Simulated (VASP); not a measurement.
Here is a VASP 6.6.1 calculation.

INCAR

```
  ALGO = Normal
  EDIFF = 1E-7
  EDIFFG = -0.05
  ENCUT = 600
  GGA = CA
  IBRION = 2
  ISIF = 3
  ISMEAR = -1
  ISYM = 0
  LASPH = True
  LCHARG = False
  LREAL = False
  LWAVE = False
  NELM = 60
  NSW = 80
  PREC = Accurate
  PSTRESS = 40.0
  SIGMA = 0.1
```

The input KPOINTS:

```
Automatic mesh
0
Gamma
  11 11 11
  0.5 0.5 0.5
```

POSCAR

```
Mg
1.0
    3.1738570000      0.0000000000      0.0000000000
    1.5869285000      2.7486407900      0.0000000000
    1.5869285000      0.9162135967      2.5914433889
Mg
1
Direct
    0.0000000000      0.0000000000      0.0000000000
```

Potentials or basis: VASP PAW LDA potentials, release 64 (Mg).

Command:

```console
$ cat potpaw_LDA.64/Mg/POTCAR > POTCAR
$ mpirun -np 1 vasp_std > vasp.out
```

(1) Estimate the relaxed cell.

(2) What does it give for the band gap on the k mesh?

Answers

(1) a = 3.040 Å, b = 3.040 Å, c = 3.040 Å, α = 60.00°, β = 60.00°, γ = 60.00°.

(2) zero (bands 1 and 2 overlap by 2.40 eV).

Caveat: the cell is relaxed towards a set pressure, so the run minimises the enthalpy, not the energy.
